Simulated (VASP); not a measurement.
Input of a VASP 6.6.1 run:

Contents of INCAR:

```
SYSTEM = Si
  PREC = Accurate
  ENCUT = 520
  EDIFF = 1E-6
  ISMEAR = -1
  SIGMA = 0.08
  LREAL = .FALSE.
  LASPH = .TRUE.
  NELM = 80
  ALGO = Normal
  ISIF = 2
  LWAVE = .FALSE.
  LCHARG = .FALSE.
  NBANDS = 11
```

KPOINTS

```
Automatic mesh
0
G
  11 11 11
  0 0 0
```

Contents of POSCAR:

```
Si
1.0
    0.0000000000      2.6605082448      2.6605082448
    2.6605082448      0.0000000000      2.6605082448
    2.6605082448      2.6605082448      0.0000000000
Si
2
Direct
    0.5000000000      0.5000000000      0.5000000000
    0.7500000000      0.7500000000      0.7500000000
```

Potentials or basis: VASP PAW LDA potentials, release 64 (Si).

Launch:

```console
$ cat potpaw_LDA.64/Si/POTCAR > POTCAR
$ mpirun -np 1 vasp_std > vasp.out
```

Q: Estimate the pressure.

A: 4.9 GPa.

Q: What does it give for the band gap on the k mesh?

A: 0.38 eV, indirect (least direct gap 2.55 eV).

 A k mesh can miss the band edges.
